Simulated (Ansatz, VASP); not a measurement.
# One calculation of Zr2C, two programs

File INCAR:

```
SYSTEM = Zr2C
PREC = Accurate
ENCUT = 600
EDIFF = 1E-6
ISMEAR = 0
SIGMA = 0.1
LREAL = .FALSE.
LASPH = .TRUE.
NELM = 100
ALGO = Normal
ISIF = 3
LWAVE = .FALSE.
LCHARG = .FALSE.
GGA = PS
IBRION = 2
NSW = 80
EDIFFG = -0.05
```

File KPOINTS:

```
Automatic mesh
0
G
  6 6 6
  0 0 0
```

File POSCAR:

```
Zr2C
1.0
    1.6036989146      0.9258960001      5.0144291462
   -1.6036989146      0.9258960001      5.0144291462
    0.0000000000     -1.8517920001      5.0144291462
Zr C
2 1
Direct
    0.2458180105      0.2458180105      0.2458180105
    0.7541819895      0.7541819895      0.7541819895
    0.5000000000      0.5000000000      0.5000000000
```

Input for Ansatz:

```yaml
crystal:
  lattice:
    - [1.6036989146, 0.9258960001, 5.0144291462]
    - [-1.6036989146, 0.9258960001, 5.0144291462]
    - [0.0, -1.8517920001, 5.0144291462]
  atoms:
    - { symbol: Zr, position: [0.2458180105, 0.2458180105, 0.2458180105] }
    - { symbol: Zr, position: [0.7541819895, 0.7541819895, 0.7541819895] }
    - { symbol: C, position: [0.5, 0.5, 0.5] }
basis:
  ecutwfc: 420
kpoints:
  mp_grid: { grid: [6, 6, 6] }
hamiltonian:
  xc: pbesol
scf:
  occupations: { method: gaussian, width: 0.1 }
output:
  forces: true
  stress: true
  eigenvalues: true
relax:
  adjacent_minimum: "off"
  f_tol: 0.05
  max_steps: 60
  cell: { stress_tol: 0.5 }
```

Alike in both runs: task relaxation of cell and atoms; functional PBEsol; k mesh 6 × 6 × 6; occupations gaussian, width 0.1 eV; no spin polarisation.

|  | VASP | Ansatz |
| --- | --- | --- |
| version | VASP 6.6.1 | Ansatz 0.2.0 |
| potentials or method | VASP PAW PBE potentials, release 64 (Zr_sv, C), cutoff 600 eV | scalar-relativistic, plane waves, PAW |
| valence electrons in the cell | 28 | 28 |

Ansatz gave:

* gap on the k mesh at the Fermi level, each at its own relaxed structure (eV): none
* relaxed volume (Å³/atom): 16.78
* relaxed length of the cell vector where the two differ most in proportion (Å): 5.669

Task: Which values does VASP return?

Result: gap on the k mesh at the Fermi level, each at its own relaxed structure (eV): none; relaxed volume (Å³/atom): 16.79; relaxed length of the cell vector where the two differ most in proportion (Å): 5.669.

VASP's potentials were made for PBE, not for PBEsol. A gap of «none» marks a metal or a gap that the smearing closes.

The k mesh is coarse, so the values compare programs but aren't converged.
